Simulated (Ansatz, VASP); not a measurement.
# CdO2 in VASP and in Ansatz

The input INCAR:

```
PREC     = Accurate       # precision mode
ENCUT    = 700            # plane-wave cutoff, eV
EDIFF    = 1E-6           # SCF threshold, eV
ISMEAR   = -1             # smearing method
SIGMA    = 0.1            # smearing width, eV
LREAL    = False          # projectors in reciprocal space
LASPH    = True           # aspherical terms in the spheres
NELM     = 120            # most SCF steps
ALGO     = Normal         # electronic algorithm
ISIF     = 2              # what is computed and relaxed
LWAVE    = False          # write WAVECAR
LCHARG   = False          # write CHGCAR
GGA      = PS             # functional
NBANDS   = 23             # bands
GGA_COMPAT= False
```

Contents of KPOINTS:

```
regular mesh
0
Gamma
  6 6 4
```

Contents of POSCAR:

```
CdO2
1.0
    3.4762295800      0.0000000000      0.0000000000
   -1.7381147900      3.0105031257      0.0000000000
    0.0000000000      0.0000000000      4.1480760000
Cd O
1 2
Direct
    0.0000000000      0.0000000000      0.0000000000
    0.6666666667      0.3333333333      0.7557810000
    0.3333333333      0.6666666667      0.2442190000
```

Input for Ansatz:

```yaml
crystal:
  lattice:
    a: 3.47622958
    b: 3.47622958
    c: 4.148076
    alpha: 90.0
    beta: 90.0
    gamma: 120.0
  space_group: 164
  atoms:
    - { symbol: Cd, position: [0.0, 0.0, 0.0] }
    - { symbol: O, position: [0.6666666666666666, 0.3333333333333333, 0.755781] }
kpoints:
  mp_grid:
    grid: [6, 6, 4]
hamiltonian:
  xc: pbesol
scf:
  occupations:
    method: fermi_dirac
    width: 0.1
output:
  forces: true
  stress: true
```

Alike in both runs: task single point; functional PBEsol; k mesh 6 × 6 × 4; occupations fermi-dirac, width 0.1 eV; no spin polarisation.

```csv
,VASP,Ansatz
version,VASP 6.6.1,Ansatz 0.2.0
potentials or method,"VASP PAW PBE potentials, release 64 (Cd_sv_GW, O)","plane waves, PAW"
plane-wave cutoff (eV),700,420
valence electrons in the cell,32,32
```

|  | VASP | Ansatz | Ansatz less VASP |
| --- | --- | --- | --- |
| pressure (GPa) | -10.3 | -10.2 | +0.12 |
| traceless stress, the component that is largest in VASP (GPa) | 1.51 | 1.63 | +0.115 |
| rms of the force components (eV/Å) | 0.153 | 0.158 | +0.0048 |

VASP's potentials were made for PBE, not for PBEsol. Atom by atom the forces differ by 0.005 eV/Å (rms over components).

The k mesh is coarse, so the values compare programs but aren't converged.
